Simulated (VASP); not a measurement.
Input of a VASP 6.6.1 run:

The input INCAR:

```
SYSTEM = Al30Cu
PREC = Accurate
ENCUT = 520
EDIFF = 1E-6
ISMEAR = 0
SIGMA = 0.1
LREAL = Auto
LASPH = .True.
NELM = 80
ALGO = Normal
ISIF = 2
LWAVE = .False.
LCHARG = .False.
GGA = PS
NBANDS = 72
```

KPOINTS

```
Automatic mesh
0
Gamma
  3 3 3
  0 0 0
```

POSCAR

```
Al30Cu
1.0
    8.1000000000      0.0000000000      0.0000000000
    0.0000000000      8.1000000000      0.0000000000
    0.0000000000      0.0000000000      8.1000000000
Al Cu
30 1
Direct
    0.4978216075      0.0015373755     -0.0022161125
    0.7489842210      0.2531895975      0.0002455527
    0.7489370441      0.0033795910      0.2528567685
    0.0000691123      0.0015470122     -0.0022809120
    0.2488686094      0.2496047119     -0.0018321681
    0.5010043107      0.5009803042      0.0008127229
    0.7489367444      0.7484567666      0.0010913266
    0.2488901759      0.0031699461      0.2490625537
    0.5117566676      0.2556738875      0.2536942497
    0.4996373444      0.0044877428      0.5000996850
    0.7489687816      0.0016898206      0.7477366204
   -0.0031358547      0.5010416137      0.0008452904
    0.2490187263      0.7521499460     -0.0028252493
   -0.0139036831      0.2556061741      0.2536576475
    0.2489542904      0.5001586737      0.2492933265
    0.5009462857      0.7486588325      0.2484544712
   -0.0018933413      0.0045287405      0.5000207440
    0.2489019224      0.2505143075      0.4988520259
    0.5119167129      0.4959232411      0.4937068232
    0.7490263551      0.7493642059      0.4961089246
    0.2489268608      0.0016132355      0.7478533144
    0.4996581887      0.2492990533      0.7449806934
    0.7489671300      0.4966690094      0.7462232512
   -0.0030629983      0.7486597632      0.2483752638
   -0.0139737534      0.4959106374      0.4937256520
    0.2488691827      0.7513557826      0.4997838327
   -0.0019009972      0.2493693480      0.7450034109
    0.2489066359      0.5002494147      0.7462236012
    0.4977913723      0.7516339779      0.7478608862
    0.0001366674      0.7517099926      0.7478635212
    0.7488064782      0.2423341944      0.5072132822
```

Potentials or basis: VASP PAW PBE potentials, release 64 (Al, Cu).

The run is started by

```bash
$ cat potpaw_PBE.64/Al/POTCAR potpaw_PBE.64/Cu/POTCAR > POTCAR
$ mpirun -np 1 vasp_std > vasp.out
```

Task: Estimate the band gap on the k mesh.

Result: Zero (an odd number of electrons rules out a gap without spin polarisation).

Task: Predict the pressure.

Result: -3.7 GPa.

Forces on the atoms (eV/Å):
```
Al  -0.002  0.002 -0.003
Al  -0.001  0.005  0.000
Al   0.000 -0.003  0.000
Al   0.003 -0.001 -0.002
Al   0.000 -0.001 -0.004
Al   0.004  0.002  0.005
Al  -0.003 -0.003  0.002
Al   0.001  0.001  0.001
Al  -0.002 -0.003 -0.009
Al  -0.002 -0.008  0.000
Al  -0.004 -0.004  0.002
Al  -0.001 -0.001  0.002
Al  -0.001  0.003 -0.002
Al   0.004  0.001 -0.005
Al  -0.005  0.002 -0.003
Al   0.003 -0.004 -0.002
Al   0.005 -0.007  0.003
Al  -0.003  0.001 -0.001
Al  -0.003  0.004  0.005
Al   0.000 -0.001  0.001
Al  -0.003 -0.001 -0.001
Al   0.000  0.003  0.010
Al   0.000  0.001  0.001
Al   0.000 -0.003 -0.001
Al   0.003  0.002  0.004
Al  -0.002  0.004  0.000
Al   0.004  0.000  0.005
Al   0.003 -0.001 -0.002
Al  -0.001  0.003  0.000
Al   0.001  0.001 -0.001
Cu   0.001  0.006 -0.004
```

Caveat: the PAW data sets were made with another functional, which shifts forces and pressure a little.
